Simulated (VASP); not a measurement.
Write the native input for VASP 6.6.1 that does the following.

| Property | Result |
| --- | --- |
| Task | single point |
| Functional | PBE |
| Potentials or basis | VASP PAW PBE potentials, release 64 (Pb_d, Se) |
| Cutoff | 520 eV |
| k mesh | 8 × 8 × 8 |
| Occupations | fermi-dirac, width 0.1 eV |
| Spin | no spin polarisation |
| Dipole correction | no |
| Further INCAR settings | ALGO = Normal; EDIFF = 1e-06; NBANDS = 17 |

The structure of PbSe (rock salt type) lies in POSCAR:

```
PbSe
1.0
    0.0000000000      3.1050000000      3.1050000000
    3.1050000000      0.0000000000      3.1050000000
    3.1050000000      3.1050000000      0.0000000000
Pb Se
1 1
Direct
    0.0000000000      0.0000000000      0.0000000000
    0.5000000000      0.5000000000      0.5000000000
```

One way to write it, as run:

INCAR

```
SYSTEM = PbSe
ALGO = Normal
EDIFF = 1E-6
ENCUT = 520
GGA = PE
ISIF = 2
ISMEAR = -1
LASPH = .True.
LCHARG = .False.
LREAL = .False.
LWAVE = .False.
NBANDS = 17
NELM = 60
PREC = Accurate
SIGMA = 0.1
```

KPOINTS

```
k-points
0
Gamma
  8 8 8
  0 0 0
```

Potentials or basis: VASP PAW PBE potentials, release 64 (Pb_d, Se).

Run with:

```bash
$ cat potpaw_PBE.64/Pb_d/POTCAR potpaw_PBE.64/Se/POTCAR > POTCAR
$ mpirun -np 1 vasp_std > vasp.out
```

Results of the run:

The pressure is 0.1 GPa and the band gap on the k mesh is 0.43 eV.

Caveat: spin-orbit coupling is left out, which moves the levels of the heavy elements.

It took 62 s on 1 thread of Intel Xeon 8259CL (shared host), peak memory 0.22 GiB.
